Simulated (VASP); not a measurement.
The system is TaC3.

```
Ta C
1.0
     4.86225    0.00000    0.00000
    -2.43113    4.21083    0.00000
     0.00000    0.00000    3.90271
Ta C
2 6
Direct
  0.33333 0.66667 0.25000
  0.66667 0.33333 0.75000
  0.83300 0.66600 0.25000
  0.16700 0.83300 0.75000
  0.33400 0.16700 0.25000
  0.16700 0.33400 0.75000
  0.83300 0.16700 0.25000
  0.66600 0.83300 0.75000
```

```yaml
Program: VASP 6.6.1
Task: relaxation of cell and atoms
Functional: PBE
Potentials_or_basis: VASP PAW PBE potentials, release 64 (Ta_pv, C)
Cutoff: 600 eV
k_mesh: 6 × 6 × 4
Occupations: gaussian, width 0.1 eV
Spin: no spin polarisation
```

At the start: pressure -21.3 GPa; volume 9.99 Å³/atom.

Task: How do energy, volume and symmetry change on relaxing?

Result: Over 10 steps the energy falls by 231.4 meV/atom and the volume is 9.20 Å³/atom (-7.9 %); space group P6_3/mmc (No. 194, to 0.1 Å) before and after.

Step by step:
```csv
step,energy change (eV),largest force (eV/Å),pressure (GPa),volume (Å³)
1,0.0000,0.1353,-21.35,79.90
2,-0.9089,0.4720,34.91,65.21
3,-1.3154,0.1670,9.85,69.71
4,-1.7937,0.0267,7.77,71.19
5,-1.7986,0.0604,8.09,71.35
6,-1.7735,0.0597,-8.56,75.93
7,-1.8486,0.0050,0.05,73.35
8,-1.8486,0.0039,0.20,73.31
9,-1.8507,0.0054,0.16,73.43
10,-1.8516,0.0140,0.11,73.58
```

Final structure:
```cif
data_structure
_symmetry_space_group_name_H-M 'P 1'
_symmetry_Int_Tables_number 1
_cell_length_a 4.4487
_cell_length_b 4.4487
_cell_length_c 4.2931
_cell_angle_alpha 90.000
_cell_angle_beta 90.000
_cell_angle_gamma 120.000
_cell_volume 73.58
loop_
_atom_site_label
_atom_site_type_symbol
_atom_site_fract_x
_atom_site_fract_y
_atom_site_fract_z
_atom_site_occupancy
Ta1 Ta 0.33333 0.66667 0.25000 1
Ta2 Ta 0.66667 0.33333 0.75000 1
C1 C 0.83347 0.66694 0.25000 1
C2 C 0.16653 0.83347 0.75000 1
C3 C 0.33306 0.16653 0.25000 1
C4 C 0.16653 0.33306 0.75000 1
C5 C 0.83347 0.16653 0.25000 1
C6 C 0.66694 0.83347 0.75000 1
```

Caveat: the k points lie up to 0.37 Å⁻¹ apart in the final cell, too coarse for converged energies and pressures of a metal.
